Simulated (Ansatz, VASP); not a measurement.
AlN in VASP and in Ansatz

```xyz
4
Lattice="0.0000 -2.0222 -2.0222 0.0000 2.0222 -2.0222 4.0443 0.0000 0.0000" Properties=species:S:1:pos:R:3 pbc="T T T"
Al    0.0000    0.0000   -2.0222
Al    2.0222    0.0000    0.0000
N     2.0222    0.0000   -2.0222
N     0.0000    2.0222   -2.0222
```

Change from the starting cell: mode 4 frozen in at +0.000 Å, equal normal strain along x, y and z +0.0083.

Alike in both runs: task single point; functional LDA; k mesh 8 × 8 × 6; occupations gaussian, width 0.05 eV; no spin polarisation.

```csv
,VASP,Ansatz
version,VASP 6.6.1,Ansatz 0.2.0
potentials or method,"VASP PAW LDA potentials, release 64 (Al, N), cutoff 520 eV","scalar-relativistic, plane waves, PAW"
valence electrons in the cell,16,16
```

```csv
,VASP,Ansatz,Ansatz less VASP
gap on the k mesh at the Fermi level (eV),4.45,4.46,+0.012
least direct gap on the mesh (eV),4.45,4.46,+0.012
pressure (GPa),-6.0,-6.5,-0.56
```

LDA's correlation is that of Perdew and Zunger in VASP and of Perdew and Wang (1992) in Ansatz.
